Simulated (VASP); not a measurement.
# Si (Ia-3) in VASP: electric field gradients with PBE

Aim: the electric field gradients of Si with PBE.

All numbers are computed with VASP 6.6.1; they aren't measurements. Logs are shortened: lines on timing, memory, paths and dates and some standing lists are left out, and cuts for length are marked.

## Step 1: The cell of the first run

The structure is cubic, space group Ia-3 (No. 206). The conventional cell has a = 6.636 Å, b = 6.636 Å, c = 6.636 Å, α = 90.00°, β = 90.00°, γ = 90.00°. Within 3.1 Å of Si (site symmetry 3) lie 4 Si at 2.34 to 2.39 Å.

## Step 2: Electric field gradients, PBE

Input file INCAR:

```
ALGO     = Normal         # electronic algorithm
EDIFF    = 1E-8           # SCF threshold, eV
ENCUT    = 520            # plane-wave cutoff, eV
GGA      = PE             # functional
ISIF     = 2              # what is computed and relaxed
ISMEAR   = -1             # smearing method
LASPH    = T              # aspherical terms in the spheres
LCHARG   = F              # write CHGCAR
LEFG     = T            
LREAL    = Auto         
LWAVE    = F              # write WAVECAR
NBANDS   = 46             # bands
NELM     = 80             # most SCF steps
PREC     = Accurate       # precision mode
SIGMA    = 0.05           # smearing width, eV
```

Input file KPOINTS:

```
k-points
0
Gamma
  4 4 4
```

Input file POSCAR:

```
Si
1.0
    6.6360000000      0.0000000000      0.0000000000
    0.0000000000      6.6360000000      0.0000000000
    0.0000000000      0.0000000000      6.6360000000
Si
16
Direct
    0.1015792716      0.1015792716      0.1015792716
    0.6015792716      0.6015792716      0.6015792716
    0.8984207284      0.3984207284      0.1015792716
    0.3984207284      0.8984207284      0.6015792716
    0.1015792716      0.8984207284      0.3984207284
    0.6015792716      0.3984207284      0.8984207284
    0.3984207284      0.1015792716      0.8984207284
    0.8984207284      0.6015792716      0.3984207284
    0.3984207284      0.3984207284      0.3984207284
    0.8984207284      0.8984207284      0.8984207284
    0.1015792716      0.6015792716      0.8984207284
    0.6015792716      0.1015792716      0.3984207284
    0.8984207284      0.1015792716      0.6015792716
    0.3984207284      0.6015792716      0.1015792716
    0.6015792716      0.8984207284      0.1015792716
    0.1015792716      0.3984207284      0.6015792716
```

Potentials or basis: VASP PAW PBE potentials, release 64 (Si).

The run is started by

```bash
$ cat potpaw_PBE.64/Si/POTCAR > POTCAR
$ mpirun -np 1 vasp_std > vasp.out
```

OUTCAR:

```text
EDIFF = 1E-8
   ENCUT = 520
   GGA = PE
   ISIF = 2
   ISMEAR = -1
   LASPH = T
   LREAL = Auto
   NELM = 80
   PREC = Accurate

 ion  position               nearest neighbor table
   1  0.102  0.102  0.102-  10 2.34   5 2.39   7 2.39   3 2.39
   2  0.602  0.602  0.602-   9 2.34   6 2.39   8 2.39   4 2.39
   3  0.898  0.398  0.102-  11 2.34   6 2.39   8 2.39   1 2.39
   4  0.398  0.898  0.602-  12 2.34   5 2.39   7 2.39   2 2.39
   5  0.102  0.898  0.398-  13 2.34   4 2.39   8 2.39   1 2.39
   6  0.602  0.398  0.898-  14 2.34   3 2.39   7 2.39   2 2.39
[... 8 lines left out ...]
  15  0.602  0.898  0.102-   7 2.34  10 2.39  12 2.39  14 2.39
  16  0.102  0.398  0.602-   8 2.34   9 2.39  11 2.39  13 2.39

  LATTYP: Found a simple cubic cell.
 ALAT       =     6.6360000000

  Lattice vectors:

 A1 = (   6.6360000000,   0.0000000000,   0.0000000000)
 A2 = (   0.0000000000,   6.6360000000,   0.0000000000)
 A3 = (   0.0000000000,   0.0000000000,   6.6360000000)

Analysis of symmetry for initial positions (statically):
=====================================================================
 Subroutine PRICEL returns following result:

  LATTYP: Found a body centered cubic cell.
 ALAT       =     6.6360000000

  Lattice vectors:

 A1 = (   3.3180000000,   3.3180000000,  -3.3180000000)
 A2 = (  -3.3180000000,   3.3180000000,   3.3180000000)
 A3 = (   3.3180000000,  -3.3180000000,   3.3180000000)

   2 primitive cells build up your supercell.

 Routine SETGRP: Setting up the symmetry group for a
 simple cubic supercell.

 Subroutine GETGRP returns: Found 24 space group operations
 (whereof  6 operations were pure point group operations)
 out of a pool of 48 trial point group operations.

The static configuration has the point symmetry S_6 .
 The point group associated with its full space group is T_h .

Analysis of symmetry for dynamics (positions and initial velocities):
=====================================================================
 Subroutine PRICEL returns following result:

  LATTYP: Found a body centered cubic cell.
 ALAT       =     6.6360000000

  Lattice vectors:

 A1 = (   3.3180000000,   3.3180000000,  -3.3180000000)
 A2 = (  -3.3180000000,   3.3180000000,   3.3180000000)
 A3 = (   3.3180000000,  -3.3180000000,   3.3180000000)

   2 primitive cells build up your supercell.

 Routine SETGRP: Setting up the symmetry group for a
 simple cubic supercell.

 Subroutine GETGRP returns: Found 24 space group operations
 (whereof  6 operations were pure point group operations)
 out of a pool of 48 trial point group operations.

The dynamic configuration has the point symmetry S_6 .
 The point group associated with its full space group is T_h .

 Subroutine INISYM returns: Found 24 space group operations
 (whereof  6 operations are pure point group operations),
 and found     2 'primitive' translations

----------------------------------------------------------------------------------------

                                     Primitive cell

  volume of cell :     146.1131

  direct lattice vectors                    reciprocal lattice vectors
     3.318000000  3.318000000 -3.318000000     0.150693189  0.150693189  0.000000000
    -3.318000000  3.318000000  3.318000000    -0.000000000  0.150693189  0.150693189
     3.318000000 -3.318000000  3.318000000     0.150693189  0.000000000  0.150693189

  length of vectors
     5.746944580  5.746944580  5.746944580     0.213112351  0.213112351  0.213112351

  position of ions in fractional coordinates (direct lattice)
     0.203158543  0.203158543  0.203158543
     0.296841457  0.500000000  1.000000000
     1.000000000  0.296841457  0.500000000
[... 74 lines left out ...]
   EDIFF  = 0.1E-07   stopping-criterion for ELM
   LREAL  =      T    real-space projection
   EDIFFG = 0.1E-06   stopping-criterion for IOM
   NSW    =      0    number of steps for IOM
   IBRION =     -1    ionic relax: 0-MD 1-quasi-New 2-CG
   NFREE  =      0    steps in history (QN), initial steepest desc. (CG)
   ISIF   =      2    stress and relaxation
   ISYM   =      2    0-nonsym 1-usesym 2-fastsym
   POTIM  = 0.5000    time-step for ionic-motion
   TEBEG  =    0.0;   TEEND  =   0.0 temperature during run
   PSTRESS=    0.0 pullay stress
   NELECT =      64.0000    total number of electrons
   NUPDOWN=      -1.0000    fix difference up-down
   EMIN   =  10.00;   EMAX   =-10.00  energy-range for DOS
   EFERMI =   0.00;   METHOD = LEGACY
   ISMEAR =    -1;   SIGMA  =   0.05  broadening in eV -4-tet -1-fermi 0-gaus
   EFERMI_NEDOS =   21; number of points for ismear=-14 and -15
   IALGO  =     38    algorithm
   IMIX   =      4    mixing-type and parameters
     AMIX     =   0.40;   BMIX     =  1.00
     AMIX_MAG =   1.60;   BMIX_MAG =  1.00
  volume/ion in A,a.u.               =      18.26       123.25
  Fermi-wavevector in a.u.,A,eV,Ry     =   0.986798  1.864779 13.248960  0.973771
  Thomas-Fermi vector in A             =   2.118206
   LORBIT       =      0    0 simple, 1 ext, 2 COOP (PROOUT), +10 PAW based schemes
   GGA     = PE    functional components
   LHFCALC =     F    Hartree Fock is set to
   AEXX    =    0.0000 exact exchange contribution
   IVDW    =     0    specifies the selected vdW correction
   LEPSILON=     F    determine dielectric tensor
   LRPA    =     F    only Hartree local field effects (RPA)
 non-spin polarized calculation
  energy-cutoff  :      520.00
  volume of cell :      292.23
 maximum number of plane-waves:      7904
 NGX is ok and might be reduce to    50
   NGX = 25   NGY = 25   NGZ = 25

 number of electron      64.0000003 magnetization

 Free energy of the ion-electron system (eV)
  ---------------------------------------------------
  ext. energy  EPLUGINS =         0.00000000
  ---------------------------------------------------
  free energy    TOTEN  =       -84.24174096 eV

  energy without entropy =      -84.22851003  energy(sigma->0) =      -84.23512549

 E-fermi :   7.1615     XC(G=0):  -9.9674

 val. band max:        7.0282241835   @ k =   0.2500   0.0000   0.0000
 cond. band min:       7.2239986233   @ k =   0.2500   0.2500   0.2500
 fundamental gap:      0.1957744399
 Fermi energy:         7.1614968587

 k-point     1 :       0.0000    0.0000    0.0000
  band No.  band energies     occupation
      1      -5.5789      2.00000
      2      -3.1569      2.00000
      3      -3.1569      2.00000
      4      -3.1569      2.00000
      5      -1.7554      2.00000
      6      -1.7554      2.00000
[... 506 lines left out ...]
     43      10.0924      0.00000
     44      10.0924      0.00000
 [bands above 44 left out]

------------------------ aborting loop because EDIFF is reached ----------------------------------------

  FORCE on cell =-STRESS in cart. coord.  units (eV):
  Direction    XX          YY          ZZ          XY          YZ          ZX
  --------------------------------------------------------------------------------------
  -------------------------------------------------------------------------------------
  Total        1.5671721      1.5671721      1.5671721     -0.0000000      0.0000000      0.0000000
  in kB        8.5922747      8.5922747      8.5922747     -0.0000000      0.0000000      0.0000000
  external PRESSURE =       8.5922747 kB  Pullay stress =       0.0000000 kB

 VOLUME and BASIS-vectors are now :
 -----------------------------------------------------------------------------
  energy-cutoff  :      520.00
  volume of cell :      292.23
      direct lattice vectors                 reciprocal lattice vectors
     6.636000000  0.000000000  0.000000000     0.150693189  0.000000000  0.000000000
     0.000000000  6.636000000  0.000000000     0.000000000  0.150693189  0.000000000
     0.000000000  0.000000000  6.636000000     0.000000000  0.000000000  0.150693189

 POSITION                                       TOTAL-FORCE (eV/Angst)
 -----------------------------------------------------------------------------------
      0.67408      0.67408      0.67408         0.010520      0.010520      0.010520
      3.99208      3.99208      3.99208         0.010520      0.010520      0.010520
      5.96192      2.64392      0.67408        -0.010520     -0.010520      0.010520
      2.64392      5.96192      3.99208        -0.010520     -0.010520      0.010520
      0.67408      5.96192      2.64392         0.010520     -0.010520     -0.010520
      3.99208      2.64392      5.96192         0.010520     -0.010520     -0.010520
[... 8 lines left out ...]
      3.99208      5.96192      0.67408         0.010520     -0.010520      0.010520
      0.67408      2.64392      3.99208         0.010520     -0.010520      0.010520
 -----------------------------------------------------------------------------------
    total drift:                                0.000000      0.000000      0.000000

  FREE ENERGIE OF THE ION-ELECTRON SYSTEM (eV)
  ---------------------------------------------------
  free  energy   TOTEN  =       -84.2417409557 eV

  energy  without entropy=      -84.2285100311  energy(sigma->0) =      -84.23512549

 Electric field gradients (V/A^2)
---------------------------------------------------------------------
 ion       V_xx      V_yy      V_zz      V_xy      V_xz      V_yz
---------------------------------------------------------------------
   1       0.000     0.000     0.000    -5.455    -5.455    -5.455
   2       0.000     0.000     0.000    -5.455    -5.455    -5.455
   3       0.000     0.000     0.000    -5.455     5.455     5.455
   4       0.000     0.000     0.000    -5.455     5.455     5.455
   5       0.000     0.000     0.000     5.455     5.455    -5.455
   6       0.000     0.000     0.000     5.455     5.455    -5.455
[... 8 lines left out ...]
  15       0.000     0.000     0.000     5.455    -5.455     5.455
  16       0.000     0.000     0.000     5.455    -5.455     5.455
---------------------------------------------------------------------

 Electric field gradients after diagonalization (V/A^2)
 (convention: |V_zz| > |V_xx| > |V_yy|)
----------------------------------------------------------------------
 ion       V_xx      V_yy      V_zz     asymmetry (V_yy - V_xx)/ V_zz
----------------------------------------------------------------------
   1       5.455     5.455   -10.909       0.000
   2       5.455     5.455   -10.909       0.000
   3       5.455     5.455   -10.909       0.000
   4       5.455     5.455   -10.909       0.000
   5       5.455     5.455   -10.909       0.000
   6       5.455     5.455   -10.909       0.000
[... 8 lines left out ...]
  15       5.455     5.455   -10.909       0.000
  16       5.455     5.455   -10.909       0.000
----------------------------------------------------------------------

           NMR quadrupolar parameters

 Cq : quadrupolar parameter    Cq=e*Q*V_zz/h
 eta: asymmetry parameters     (V_yy - V_xx)/ V_zz
 Q  : nuclear electric quadrupole moment in mb (millibarn)
----------------------------------------------------------------------
 ion       Cq(MHz)       eta       Q (mb)
----------------------------------------------------------------------
   1      -0.026       0.000       1.000
   2      -0.026       0.000       1.000
   3      -0.026       0.000       1.000
   4      -0.026       0.000       1.000
   5      -0.026       0.000       1.000
   6      -0.026       0.000       1.000
[... 8 lines left out ...]
  15      -0.026       0.000       1.000
  16      -0.026       0.000       1.000
----------------------------------------------------------------------
```

Wall time 2.1 min (1 thread of Intel Xeon 6975P-C (Granite Rapids), shared host); peak memory 0.37 GiB.

What came out:

```yaml
Free_energy: -84.2417 eV
Pressure: 0.9 GPa
Largest_force: 0.018 eV/Å
Band_gap_on_the_k_mesh: zero (bands 32 and 33 overlap by 0.06 eV)
Largest_electric_field_gradient_by_atom: Si -10.9 V/Å²
```

Forces in eV/Å, atoms in the order of the input:
```
Si   0.011  0.011  0.011
Si   0.011  0.011  0.011
Si  -0.011 -0.011  0.011
Si  -0.011 -0.011  0.011
Si   0.011 -0.011 -0.011
Si   0.011 -0.011 -0.011
Si  -0.011  0.011 -0.011
Si  -0.011  0.011 -0.011
Si  -0.011 -0.011 -0.011
Si  -0.011 -0.011 -0.011
Si   0.011  0.011 -0.011
Si   0.011  0.011 -0.011
Si  -0.011  0.011  0.011
Si  -0.011  0.011  0.011
Si   0.011 -0.011  0.011
Si   0.011 -0.011  0.011
```

Levels at points of the mesh, in eV from the Fermi level:
```
           k point  band 30  band 31  band 32  band 33  band 34  band 35
(0.00, 0.00, 0.00)    -0.63     0.13     0.13     0.13     1.65     1.65
(0.50, 0.00, 0.00)    -1.51    -0.60    -0.60     0.41     0.41     1.32
(0.50, 0.50, 0.00)    -1.36    -1.36    -1.36     0.36     0.36     0.36
(0.50, 0.50, 0.50)    -3.14    -3.14    -3.14     2.22     2.22     2.22
```

Electric field gradients, principal values (V/Å²):
| atom | least | middle | greatest (by size) |
| --- | --- | --- | --- |
| 1 Si | 5.455 | 5.455 | -10.909 |
| 2 Si | 5.455 | 5.455 | -10.909 |
| 3 Si | 5.455 | 5.455 | -10.909 |
| 4 Si | 5.455 | 5.455 | -10.909 |
| 5 Si | 5.455 | 5.455 | -10.909 |
| 6 Si | 5.455 | 5.455 | -10.909 |
| 7 Si | 5.455 | 5.455 | -10.909 |
| 8 Si | 5.455 | 5.455 | -10.909 |
| 9 Si | 5.455 | 5.455 | -10.909 |
| 10 Si | 5.455 | 5.455 | -10.909 |
| 11 Si | 5.455 | 5.455 | -10.909 |
| 12 Si | 5.455 | 5.455 | -10.909 |
| 13 Si | 5.455 | 5.455 | -10.909 |
| 14 Si | 5.455 | 5.455 | -10.909 |
| 15 Si | 5.455 | 5.455 | -10.909 |
| 16 Si | 5.455 | 5.455 | -10.909 |

Caveat: semilocal functionals underestimate gaps, so a narrow gap can read as zero; without QUAD_EFG the Cq values of the log hold for a quadrupole moment of 1 mb, not for the nuclei.
